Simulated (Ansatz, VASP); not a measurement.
KSiH in VASP and in Ansatz

```
CELL_PARAMETERS angstrom
3.36411 0.00000 0.00000
0.00000 3.36411 0.00000
0.00000 0.00000 4.91693
ATOMIC_POSITIONS crystal
K 0.50000 0.50000 0.32816
Si 0.00000 0.00000 0.14161
H 0.50000 0.50000 0.83137
```

Alike in both runs: task single point; functional PBE; k mesh 6 × 6 × 4; occupations gaussian, width 0.1 eV; no spin polarisation.

|  | VASP | Ansatz |
| --- | --- | --- |
| version | VASP 6.6.1 | Ansatz 0.2.0 |
| potentials or method | VASP PAW PBE potentials, release 64 (K_sv, Si, H), cutoff 500 eV | scalar-relativistic, plane waves, PAW |
| valence electrons in the cell | 14 | 14 |

VASP gave:

```
gap on the k mesh at the Fermi level (eV)                     : none
pressure (GPa)                                                : 18.1
traceless stress, the component that is largest in VASP (GPa) : -10.25
rms of the force components (eV/Å)                            : 2.124
```

Question: Estimate Ansatz's values.

Answer: gap on the k mesh at the Fermi level (eV): none; pressure (GPa): 17.8; traceless stress, the component that is largest in VASP (GPa): -10.08; rms of the force components (eV/Å): 2.109.

Atom by atom the forces differ by 0.016 eV/Å (rms over components). A gap of «none» marks a metal or a gap that the smearing closes. With one functional, cell and mesh, what is left measures potentials, basis and numerics.
